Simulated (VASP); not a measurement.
ZrS, 4 atoms in the cell. The structure is tetragonal, space group I4/mmm (No. 139). The conventional cell has a = 3.580 Å, b = 3.580 Å, c = 5.197 Å, α = 90.00°, β = 90.00°, γ = 90.00°. Within 3.3 Å of Zr (site symmetry 4/mmm) lie 6 S at 2.53 to 2.60 Å. S (site symmetry 4/mmm) has 6 Zr at 2.53 to 2.60 Å within 3.3 Å.  This cell differs from its parent crystal: biaxial strain in the a-b plane: -2.0 %, then relaxed in part.

- Program: VASP 6.6.1
- Task: single point
- Functional: PBEsol
- Potentials or basis: VASP PAW PBE potentials, release 64 (Zr_sv, S)
- Cutoff: 520 eV
- k mesh: 14 × 14 × 10
- Occupations: gaussian, width 0.1 eV
- Spin: no spin polarisation
- Dipole correction: no
- Further INCAR settings: ALGO = Normal; EDIFF = 1e-06; NBANDS = 26

Potentials or basis: VASP PAW PBE potentials, release 64 (Zr_sv, S).

Run with:

```bash
$ cat potpaw_PBE.64/Zr_sv/POTCAR potpaw_PBE.64/S/POTCAR > POTCAR
$ mpirun -np 1 vasp_std > vasp.out
```

Hardware: 1 thread of AMD EPYC 7R13 Processor (Zen 3), on a shared host.

**Question.** Estimate the wall time of this run.

**Answer.** Wall time 4.9 min on 1 thread of AMD EPYC 7R13 Processor (Zen 3) (shared host), peak memory 0.37 GiB. Counts: scf iterations 13, k points 216.
